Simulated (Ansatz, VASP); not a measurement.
**Bi2Te3: VASP beside Ansatz**

```
Bi Te
1.0
     2.25182    1.30009   10.14175
    -2.25182    1.30009   10.14175
     0.00000   -2.60017   10.14175
Bi Te
2 3
Cartesian
  0.0000 0.0000 24.7053
  0.0000 0.0000 12.2310
  0.0000 0.0000 18.5898
  0.0000 0.0000 6.0851
  0.0000 0.0000 0.0000
```

Change from the starting cell: volume scaled by 1.06, crystal datasets.

Alike in both runs: task electric field gradients; functional LDA; k mesh 8 × 8 × 8; occupations fermi-dirac, width 0.08 eV; no spin polarisation.

|  | VASP | Ansatz |
| --- | --- | --- |
| version | VASP 6.6.1 | Ansatz 0.2.0 |
| potentials or method | VASP PAW LDA potentials, release 64 (Bi_d, Te), cutoff 520 eV | all-electron PAW with datasets made for the crystal, scalar-relativistic |

Ansatz gave:

```
pressure (GPa)                                                : -4.2
traceless stress, the component that is largest in VASP (GPa) : -0.74
rms of the force components (eV/Å)                            : 0.332
size of Vzz on the site where it differs most (V/Å²)          : 63.0
```

**Question.** Estimate VASP's values.

**Answer.** Pressure (GPa): -4.2; traceless stress, the component that is largest in VASP (GPa): -0.74; rms of the force components (eV/Å): 0.337; size of Vzz on the site where it differs most (V/Å²): 56.3.

LDA's correlation is that of Perdew and Zunger in VASP and of Perdew and Wang (1992) in Ansatz. Atom by atom the forces differ by 0.008 eV/Å (rms over components). Ansatz ran all-electron here, and VASP with PAW potentials.

Spin-orbit coupling is off throughout.
